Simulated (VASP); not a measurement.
A run of VASP 6.6.1 is set up as follows.

INCAR

```
SYSTEM = Au
PREC = Accurate
ENCUT = 500
EDIFF = 1E-7
ISMEAR = -1
SIGMA = 0.05
LREAL = .False.
LASPH = .True.
NELM = 120
ALGO = Normal
ISIF = 3
LWAVE = .False.
LCHARG = .False.
GGA = PS
IBRION = 2
NSW = 50
EDIFFG = -0.02
PSTRESS = 200.0
GGA_COMPAT = .False.
NELMIN = 4
```

KPOINTS

```
Automatic mesh
0
Gamma
  9 9 9
  0 0 0
```

The input POSCAR:

```
Au
1.0
    1.6150000000      1.6150000000      1.6150000000
   -1.6150000000      1.6150000000      1.6150000000
   -1.6150000000     -1.6150000000      1.6150000000
Au
1
Direct
    0.0000000000      0.0000000000      0.0000000000
```

Potentials or basis: VASP PAW PBE potentials, release 64 (Au).

The run is started by

```bash
$ cat potpaw_PBE.64/Au/POTCAR > POTCAR
$ mpirun -np 1 vasp_std > vasp.out
```

Q: Predict the space group after relaxing (to 0.05 Å).

A: Im-3m (No. 229).

Q: Estimate the relaxed cell.

A: a = 2.726 Å, b = 2.726 Å, c = 2.726 Å, α = 70.53°, β = 109.47°, γ = 70.53°.

Step by step:
| step | energy change (eV) | largest force (eV/Å) | pressure (GPa) | volume (Å³) |
| --- | --- | --- | --- | --- |
| 1 | 0.0000 | 0.0000 | 2.59 | 16.85 |
| 2 | 1.1097 | 0.0000 | 113.43 | 12.77 |
| 3 | 0.0718 | 0.0000 | 18.47 | 15.69 |
| 4 | 0.0790 | 0.0000 | 19.52 | 15.63 |
| 5 | 0.0824 | 0.0000 | 20.02 | 15.60 |

Caveat: the cell is relaxed towards a set pressure, so the enthalpy falls and the energy may rise; the PAW data sets were made with another functional, which shifts forces and pressure a little.
